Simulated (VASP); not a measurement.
# BaTiO3 (Amm2) in VASP: single point with r2SCAN

Aim: the single point of BaTiO3 with r2SCAN.

All numbers are computed with VASP 6.6.1; they aren't measurements. Logs are shortened: lines on timing, memory, paths and dates and some standing lists are left out, and cuts for length are marked.

### Step 1. The cell of the first run

It takes space group Amm2 (No. 38, orthorhombic). Conventional cell: a = 4.027 Å, b = 5.735 Å, c = 5.752 Å, α = 90.00°, β = 90.00°, γ = 90.00°. Within 3.7 Å of Ba (site symmetry mm2) lie 12 O at 2.83 to 2.92 Å and 8 Ti at 3.47 to 3.55 Å. Ti (site symmetry mm2) has 6 O at 1.97 to 2.09 Å within 2.6 Å. O (site symmetry mm2) has 2 Ti at 2.02 Å within 2.7 Å. Within 2.6 Å of O (site symmetry m) lie 2 Ti at 1.97 to 2.09 Å. O (site symmetry m) has 2 Ti at 1.97 to 2.09 Å within 2.6 Å.

### Step 2. Single point, r2SCAN

POSCAR reads:

```
BaTiO3
1.0
    4.0265816700     -2.8673009000     -2.8761442000
    0.0000000000      2.8673009000     -2.8761442000
    4.0265816700      2.8673009000      2.8761442000
Ba Ti O
2 2 6
Direct
    0.0000000000      0.0000000000      0.0000000000
    0.5000000000      0.0000000000      0.5000000000
    0.9960500000      0.4921000000      0.5039500000
    0.4960500000      0.4921000000      0.0039500000
    0.7539500000      0.5079000000      0.2460500000
    0.2539500000      0.5079000000      0.7460500000
    0.9987450000      0.0062900000      0.5012550000
    0.4987450000      0.0062900000      0.0012550000
    0.7531450000      0.4974900000      0.7468550000
    0.2531450000      0.4974900000      0.2468550000
```

INCAR.step1 reads:

```
SYSTEM = BaTiO3
PREC = Accurate
ENCUT = 520
ISMEAR = -1
SIGMA = 0.1
LREAL = .False.
LASPH = .True.
NELM = 60
NBANDS = 51
GGA = PE
ALGO = Normal
EDIFF = 1E-4
LWAVE = .True.
LCHARG = .False.
```

INCAR.step2 reads:

```
SYSTEM = BaTiO3
PREC = Accurate
ENCUT = 520
EDIFF = 1E-6
ISMEAR = -1
SIGMA = 0.1
LREAL = .False.
LASPH = .True.
NELM = 60
ALGO = Normal
ISIF = 2
LWAVE = .False.
LCHARG = .False.
METAGGA = R2SCAN
LMIXTAU = .True.
NBANDS = 51
ISTART = 1
```

KPOINTS reads:

```
Automatic mesh
0
Gamma
  5 6 5
  0 0 0
```

Potentials or basis: VASP PAW PBE potentials, release 64 (Ba_sv, Ti_sv, O).

On the command line:

```
> cat potpaw_PBE.64/Ba_sv/POTCAR potpaw_PBE.64/Ti_sv/POTCAR potpaw_PBE.64/O/POTCAR > POTCAR
> cp INCAR.step1 INCAR
> mpirun -np 1 vasp_std > vasp.out
> cp INCAR.step2 INCAR
> mpirun -np 1 vasp_std > vasp.out
```

OUTCAR:

```text
SYSTEM = BaTiO3
   PREC = Accurate
   ENCUT = 520
   EDIFF = 1E-6
   ISMEAR = -1
   LREAL = .False.
   LASPH = .True.
   NELM = 60
   ISIF = 2
   METAGGA = R2SCAN
   ISTART = 1

 ion  position               nearest neighbor table
   1  0.000  0.000  0.000-   5 2.83   7 2.85   8 2.85   9 2.85  10 2.85   7 2.87   9 2.87  10 2.87
                             8 2.87   5 2.87   6 2.87   6 2.92   4 3.47   3 3.47   4 3.50   3 3.50
   2  0.500  0.000  0.500-   6 2.83   7 2.85   8 2.85   9 2.85  10 2.85   8 2.87   9 2.87  10 2.87
                             7 2.87   6 2.87   5 2.87   5 2.92   4 3.47   3 3.47   4 3.50   3 3.50
   3  0.996  0.492  0.504-   9 1.97   7 1.97   5 2.02   6 2.02   7 2.09  10 2.09   2 3.47   1 3.47
                             1 3.50   2 3.50   2 3.50   1 3.50   2 3.55   1 3.55
   4  0.496  0.492  0.004-  10 1.97   8 1.97   5 2.02   6 2.02   8 2.09   9 2.09   2 3.47   1 3.47
                             1 3.50   2 3.50   1 3.50   2 3.50   1 3.55   2 3.55
   5  0.754  0.508  0.246-   3 2.02   4 2.02   1 2.83   1 2.87   2 2.87   2 2.92
   6  0.254  0.508  0.746-   3 2.02   4 2.02   2 2.83   2 2.87   1 2.87   1 2.92
   7  0.999  0.006  0.501-   3 1.97   3 2.09   1 2.85   2 2.85   1 2.87   2 2.87
   8  0.499  0.006  0.001-   4 1.97   4 2.09   1 2.85   2 2.85   2 2.87   1 2.87
   9  0.753  0.497  0.747-   3 1.97   4 2.09   1 2.85   2 2.85   1 2.87   2 2.87
  10  0.253  0.497  0.247-   4 1.97   3 2.09   1 2.85   2 2.85   1 2.87   2 2.87

  LATTYP: Found a base centered monoclinic cell.
 ALAT       =     8.1224675833
 B/A-ratio  =     0.9914675876
 C/A-ratio  =     0.5000000000
 COS(beta)  =    -0.0030794336

  Lattice vectors:

 A1 = (  -4.0265816700,   2.8673009000,   2.8761442000)
 A2 = (   4.0265816700,   2.8673009000,   2.8761442000)
 A3 = (   0.0000000000,   2.8673009000,  -2.8761442000)

Analysis of symmetry for initial positions (statically):
=====================================================================
 Subroutine PRICEL returns following result:

  LATTYP: Found a base centered orthorhombic cell.
 ALAT       =     5.7346018000
 B/A-ratio  =     1.0030841897
 C/A-ratio  =     0.7021554086

  Lattice vectors:

 A1 = (   0.0000000000,   2.8673009000,  -2.8761442000)
 A2 = (   0.0000000000,   2.8673009000,   2.8761442000)
 A3 = (   4.0265816700,   0.0000000000,   0.0000000000)

   2 primitive cells build up your supercell.

 Routine SETGRP: Setting up the symmetry group for a
 base centered monoclinic supercell.

 Subroutine GETGRP returns: Found  2 space group operations
 (whereof  2 operations were pure point group operations)
 out of a pool of  4 trial point group operations.

The static configuration has the point symmetry C_1h.

Analysis of symmetry for dynamics (positions and initial velocities):
=====================================================================
 Subroutine PRICEL returns following result:

  LATTYP: Found a base centered orthorhombic cell.
 ALAT       =     5.7346018000
 B/A-ratio  =     1.0030841897
 C/A-ratio  =     0.7021554086

  Lattice vectors:

 A1 = (   0.0000000000,   2.8673009000,  -2.8761442000)
 A2 = (   0.0000000000,   2.8673009000,   2.8761442000)
 A3 = (   4.0265816700,   0.0000000000,   0.0000000000)

   2 primitive cells build up your supercell.

 Routine SETGRP: Setting up the symmetry group for a
 base centered monoclinic supercell.

 Subroutine GETGRP returns: Found  2 space group operations
 (whereof  2 operations were pure point group operations)
 out of a pool of  4 trial point group operations.

The dynamic configuration has the point symmetry C_1h.

 Subroutine INISYM returns: Found  2 space group operations
 (whereof  2 operations are pure point group operations),
 and found     2 'primitive' translations

----------------------------------------------------------------------------------------

                                     Primitive cell

  volume of cell :      66.4126

  direct lattice vectors                    reciprocal lattice vectors
     0.000000000  2.867300900 -2.876144200     0.000000000  0.174380024 -0.173843857
     0.000000000  2.867300900  2.876144200     0.000000000  0.174380024  0.173843857
     4.026581670  0.000000000  0.000000000     0.248349613  0.000000000  0.000000000

  length of vectors
     4.061233792  4.061233792  4.026581670     0.246231759  0.246231759  0.248349613

  position of ions in fractional coordinates (direct lattice)
     0.000000000  0.000000000  0.000000000
     0.492100000  0.507900000  0.500000000
     0.507900000  0.492100000  0.000000000
     0.006290000  0.502510000  0.500000000
     0.497490000  0.993710000  0.500000000

  ion indices of the primitive-cell ions
   primitive index   ion index
                 1           1
                 2           3
                 3           5
                 4           7
                 5           9

----------------------------------------------------------------------------------------

 KPOINTS: Automatic mesh

Automatic generation of k-mesh.
 Grid dimensions read from file:
 generate k-points for:    5    6    5

 Generating k-lattice:

  Cartesian coordinates                     Fractional coordinates (reciprocal lattice)
     0.024834961 -0.017438002 -0.017384386     0.200000000  0.000000000 -0.000000000
     0.000000000  0.029063337 -0.028973976    -0.000000000  0.166666667  0.000000000
     0.024834961  0.017438002  0.017384386    -0.000000000  0.000000000  0.200000000

  Length of vectors
     0.034972505  0.041038627  0.034972505

  Shift w.r.t. Gamma in fractional coordinates (k-lattice)
     0.000000000  0.000000000  0.000000000

 Subroutine IBZKPT returns following result:
 ===========================================

 Found     48 irreducible k-points:

 Following reciprocal coordinates:
            Coordinates               Weight
  0.000000  0.000000  0.000000      1.000000
  0.200000  0.000000  0.000000      4.000000
  0.400000  0.000000 -0.000000      4.000000
 -0.000000  0.166667  0.000000      2.000000
  0.200000  0.166667  0.000000      4.000000
  0.400000  0.166667  0.000000      4.000000
[... 16 lines left out ...]
 -0.400000  0.166667  0.200000      4.000000
 -0.200000  0.166667  0.200000      2.000000
 [... further k-points ...]
   k-points           NKPTS =     48   k-points in BZ     NKDIM =     48   number of bands    NBANDS=     51
   number of dos      NEDOS =    301   number of ions     NIONS =     10
   total plane-waves  NPLWV =  69120
   dimension x,y,z NGX =    48 NGY =   30 NGZ =   48
   dimension x,y,z NGXF=    96 NGYF=   60 NGZF=   96
   ions per type =               2   2   6
   NGX,Y,Z   is equivalent  to a cutoff of  13.95, 12.28, 13.95 a.u.
   NGXF,Y,Z  is equivalent  to a cutoff of  27.91, 24.56, 27.91 a.u.
 SYSTEM =  BaTiO3
   PREC   = accura    normal or accurate (medium, high low for compatibility)
   ISTART =      1    job   : 0-new  1-cont  2-samecut
   ICHARG =      0    charge: 1-file 2-atom 10-const
   ISPIN  =      1    spin polarized calculation?
   LNONCOLLINEAR =      F non collinear calculations
   LSORBIT =      F    spin-orbit coupling
   LASPH  =      T    aspherical Exc in radial PAW
   ENCUT  =  520.0 eV  38.22 Ry    6.18 a.u.  10.63  7.55 10.63*2*pi/ulx,y,z
   NELM   =     60;   NELMIN=  2; NELMDL=  0     # of ELM steps
   EDIFF  = 0.1E-05   stopping-criterion for ELM
   LREAL  =      F    real-space projection
   EDIFFG = 0.1E-04   stopping-criterion for IOM
   NSW    =      0    number of steps for IOM
   IBRION =     -1    ionic relax: 0-MD 1-quasi-New 2-CG
   NFREE  =      0    steps in history (QN), initial steepest desc. (CG)
   ISIF   =      2    stress and relaxation
   ISYM   =      2    0-nonsym 1-usesym 2-fastsym
   POTIM  = 0.5000    time-step for ionic-motion
   TEBEG  =    0.0;   TEEND  =   0.0 temperature during run
   PSTRESS=    0.0 pullay stress
   NELECT =      80.0000    total number of electrons
   NUPDOWN=      -1.0000    fix difference up-down
   EMIN   =  10.00;   EMAX   =-10.00  energy-range for DOS
   EFERMI =   0.00;   METHOD = LEGACY
   ISMEAR =    -1;   SIGMA  =   0.10  broadening in eV -4-tet -1-fermi 0-gaus
   EFERMI_NEDOS =   21; number of points for ismear=-14 and -15
   IALGO  =     38    algorithm
   IMIX   =      4    mixing-type and parameters
     AMIX     =   0.40;   BMIX     =  1.00
     AMIX_MAG =   1.60;   BMIX_MAG =  1.00
  volume/ion in A,a.u.               =      13.28        89.63
  Fermi-wavevector in a.u.,A,eV,Ry     =   1.382541  2.612624 26.006442  1.911420
  Thomas-Fermi vector in A             =   2.507223
   LORBIT       =      0    0 simple, 1 ext, 2 COOP (PROOUT), +10 PAW based schemes
   METAGGA = R2SCAN    functional components
   LHFCALC =     F    Hartree Fock is set to
   AEXX    =    0.0000 exact exchange contribution
   IVDW    =     0    specifies the selected vdW correction
   LEPSILON=     F    determine dielectric tensor
   LRPA    =     F    only Hartree local field effects (RPA)
 non-spin polarized calculation
  energy-cutoff  :      520.00
  volume of cell :      132.83
 maximum number of plane-waves:      3601
 NGX is ok and might be reduce to    48
   NGX = 21   NGY = 15   NGZ = 21

 number of electron      79.9999999 magnetization

 Free energy of the ion-electron system (eV)
  ---------------------------------------------------
  ext. energy  EPLUGINS =         0.00000000
  ---------------------------------------------------
  free energy    TOTEN  =      -148.42434804 eV

  energy without entropy =     -148.42433383  energy(sigma->0) =     -148.42434094

 E-fermi :   4.3688     XC(G=0): -11.7180

 val. band max:        3.2662209438   @ k =  -0.0000   0.5000   0.0000
 cond. band min:       5.3701840838   @ k =   0.0000   0.0000   0.0000
 fundamental gap:      2.1039631401
 Fermi energy:         4.3687664482

 k-point     1 :       0.0000    0.0000    0.0000
  band No.  band energies     occupation
      1     -55.7372      2.00000
      2     -55.7353      2.00000
      3     -30.9259      2.00000
      4     -30.9257      2.00000
      5     -30.8831      2.00000
      6     -30.8813      2.00000
[... 43 lines left out ...]
     50       8.7695      0.00000
     51       8.8624      0.00000

 k-point     2 :       0.2000    0.0000    0.0000
  band No.  band energies     occupation
      1     -55.7370      2.00000
      2     -55.7355      2.00000
      3     -30.9219      2.00000
      4     -30.9211      2.00000
      5     -30.8864      2.00000
      6     -30.8821      2.00000
[... 43 lines left out ...]
     50       9.1468      0.00000
     51       9.2269      0.00000

 k-point     3 :       0.4000    0.0000   -0.0000
  band No.  band energies     occupation
      1     -55.7365      2.00000
      2     -55.7360      2.00000
      3     -30.9111      2.00000
      4     -30.9090      2.00000
      5     -30.8975      2.00000
      6     -30.8938      2.00000
[... 43 lines left out ...]
     50       9.7977      0.00000
     51      10.0059      0.00000
[... 1027 lines left out ...]
 k-point    23 :      -0.4000    0.1667    0.2000
  band No.  band energies     occupation
      1     -55.7363      2.00000
      2     -55.7357      2.00000
      3     -30.9220      2.00000
      4     -30.9118      2.00000
      5     -30.8959      2.00000
      6     -30.8928      2.00000
[... 43 lines left out ...]
     50       9.7496      0.00000
     51      10.4398      0.00000

 k-point    24 :      -0.2000    0.1667    0.2000
  band No.  band energies     occupation
      1     -55.7367      2.00000
      2     -55.7354      2.00000
      3     -30.9261      2.00000
      4     -30.9097      2.00000
      5     -30.8979      2.00000
      6     -30.8934      2.00000
[... 43 lines left out ...]
     50       9.7874      0.00000
     51      10.0799      0.00000

 [... further k-points ...]
[... 5 lines left out ...]
  --------------------------------------------------------------------------------------
  -------------------------------------------------------------------------------------
  Total       -3.3844442     -3.8780238     -4.4630003      0.0000000      0.0036531      0.0000000
  in kB      -40.8241837    -46.7778888    -53.8340523      0.0000000      0.0440643      0.0000000
  external PRESSURE =     -47.1453749 kB  Pullay stress =       0.0000000 kB

 VOLUME and BASIS-vectors are now :
 -----------------------------------------------------------------------------
  energy-cutoff  :      520.00
  volume of cell :      132.83
      direct lattice vectors                 reciprocal lattice vectors
     4.026581670 -2.867300900 -2.876144200     0.124174807 -0.087190012 -0.086921928
     0.000000000  2.867300900 -2.876144200     0.000000000  0.174380024 -0.173843857
     4.026581670  2.867300900  2.876144200     0.124174807  0.087190012  0.086921928

 POSITION                                       TOTAL-FORCE (eV/Angst)
 -----------------------------------------------------------------------------------
      0.00000      0.00000      0.00000         0.000000      0.001873      0.088899
      4.02658      0.00000      0.00000         0.000000      0.001873      0.088899
      6.03987      0.00000     -2.83070         0.000000     -0.003245      0.270646
      2.01329      0.00000     -2.83070         0.000000     -0.003245      0.270646
      4.02658     -0.00000     -2.92159         0.000000      0.001984      0.139309
      4.02658      2.86730     -0.04544         0.000000      0.001984      0.139309
      6.03987     -1.40842     -1.44894         0.000000      0.083160     -0.248260
      2.01329     -1.40842     -1.44894         0.000000      0.083160     -0.248260
      6.03987      1.40842     -1.44894         0.000000     -0.083771     -0.250594
      2.01329      1.40842     -1.44894         0.000000     -0.083771     -0.250594
 -----------------------------------------------------------------------------------
    total drift:                                0.000000     -0.019941      0.008635

  FREE ENERGIE OF THE ION-ELECTRON SYSTEM (eV)
  ---------------------------------------------------
  free  energy   TOTEN  =      -148.4243480432 eV

  energy  without entropy=     -148.4243338316  energy(sigma->0) =     -148.42434094
```

Run time: 13 min. Hardware: 1 thread of AMD EPYC 9R45 (Zen 5), shared host; peak memory 0.42 GiB.

Results:

```yaml
Free_energy: -148.4243 eV
Pressure: -4.7 GPa
Largest_force: 0.271 eV/Å
Band_gap_on_the_k_mesh: 2.10 eV
```

Forces in eV/Å, atoms in the order of the input:
```
Ba   0.000  0.002  0.089
Ba   0.000  0.002  0.089
Ti   0.000 -0.003  0.271
Ti   0.000 -0.003  0.271
O    0.000  0.002  0.139
O    0.000  0.002  0.139
O    0.000  0.083 -0.248
O    0.000  0.083 -0.248
O    0.000 -0.084 -0.251
O    0.000 -0.084 -0.251
```

Caveat: the cell stands under tension; the PAW data sets were made with another functional, which shifts forces and pressure a little; spin-orbit coupling is left out, which moves the levels of the heavy elements. A k mesh can miss the band edges.
